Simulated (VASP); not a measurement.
Set up this calculation in VASP 6.6.1, as the native input.

| Quantity | Value |
| --- | --- |
| Task | electric field gradients |
| Functional | PBE |
| Potentials or basis | VASP PAW PBE potentials, release 64 (Pd) |
| Cutoff | 520 eV |
| k mesh | 18 × 18 × 18 |
| Occupations | fermi-dirac, width 0.05 eV |
| Spin | no spin polarisation |
| Dipole correction | no |
| Further INCAR settings | ALGO = Normal; EDIFF = 1e-08; NBANDS = 11 |

The structure of Pd lies in POSCAR:

```
Pd
1.0
    0.0583470000      1.9740735000      1.9740735000
    1.9740735000      0.0583470000      1.9740735000
    1.9740735000      1.9740735000      0.0583470000
Pd
1
Direct
    0.0000000000      0.0000000000      0.0000000000
```

This cell differs from its parent crystal: equal xy, yz and zx shear strains of +3 %.

These files were run (other wordings do the same):

INCAR

```
SYSTEM = Pd
ALGO = Normal
EDIFF = 1E-8
ENCUT = 520
GGA = PE
ISIF = 2
ISMEAR = -1
LASPH = .True.
LCHARG = .False.
LEFG = .True.
LREAL = .False.
LWAVE = .False.
NBANDS = 11
NELM = 60
PREC = Accurate
SIGMA = 0.05
```

KPOINTS

```
k-points
0
Gamma
  18 18 18
  0 0 0
```

Potentials or basis: VASP PAW PBE potentials, release 64 (Pd).

Run with:

```console
$ cat potpaw_PBE.64/Pd/POTCAR > POTCAR
$ mpirun -np 1 vasp_std > vasp.out
```

Results of the run:

The pressure is 7.8 GPa and the band gap on the k mesh is zero (band 5 reaches 10.15 eV, above the bottom of band 6 at 8.51 eV).

Caveat: the cell differs from its parent crystal (equal xy, yz and zx shear strains of +3 %); without QUAD_EFG the Cq values of the log hold for a quadrupole moment of 1 mb, not for the nuclei.

Wall time 72 s on 1 thread of Intel(R) Xeon(R) Platinum 8488C (Sapphire Rapids), on a shared host, peak memory 0.22 GiB.
